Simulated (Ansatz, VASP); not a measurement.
# BAs in VASP and in Ansatz

The input INCAR:

```
SYSTEM = BAs
PREC = Accurate
ENCUT = 600
EDIFF = 1E-6
ISMEAR = -1
SIGMA = 0.05
LREAL = .False.
LASPH = .True.
NELM = 120
ALGO = Normal
ISIF = 2
LWAVE = .False.
LCHARG = .True.
GGA = PS
LELF = .True.
LVHAR = .True.
NBANDS = 16
GGA_COMPAT = .False.
```

KPOINTS

```
regular mesh
0
Gamma
  10 10 10
  0 0 0
```

Contents of POSCAR:

```
BAs
1.0
    0.0000000000      2.3885000000      2.3885000000
    2.3885000000      0.0000000000      2.3885000000
    2.3885000000      2.3885000000      0.0000000000
As B
1 1
Direct
    0.7500000000      0.7500000000      0.7500000000
    0.0000000000      0.0000000000      0.0000000000
```

File input.yaml:

```yaml
crystal:
  lattice:
    - [0.0, 2.3885, 2.3885]
    - [2.3885, 0.0, 2.3885]
    - [2.3885, 2.3885, 0.0]
  atoms:
    - { symbol: As, position: [0.75, 0.75, 0.75] }
    - { symbol: B, position: [0.0, 0.0, 0.0] }
hamiltonian:
  xc: pbesol
  pseudopotentials: { kind: paw }
kpoints:
  mp_grid: { grid: [10, 10, 10] }
scf:
  occupations: { method: fermi_dirac, width: 0.05 }
output:
  forces: true
  stress: true
  eigenvalues: true
```

Alike in both runs: task single point; functional PBEsol; k mesh 10 × 10 × 10; occupations fermi-dirac, width 0.05 eV; no spin polarisation.

|  | VASP | Ansatz |
| --- | --- | --- |
| version | VASP 6.6.1 | Ansatz 0.2.0 |
| potentials or method | VASP PAW PBE potentials, release 64 (As_d, B) | Ansatz PAW |
| plane-wave cutoff (eV) | 600 | 420 |
| valence electrons in the cell | 18 | 18 |

|  | VASP | Ansatz | Ansatz less VASP |
| --- | --- | --- | --- |
| gap on the k mesh at the Fermi level (eV) | 1.09 | 1.09 | -0.001 |
| least direct gap on the mesh (eV) | 3.24 | 3.24 | -0.001 |
| pressure (GPa) | -1.0 | -0.8 | +0.18 |

VASP's potentials were made for PBE, not for PBEsol. The functional is the same, so the differences come from potentials, cutoffs and numerics.
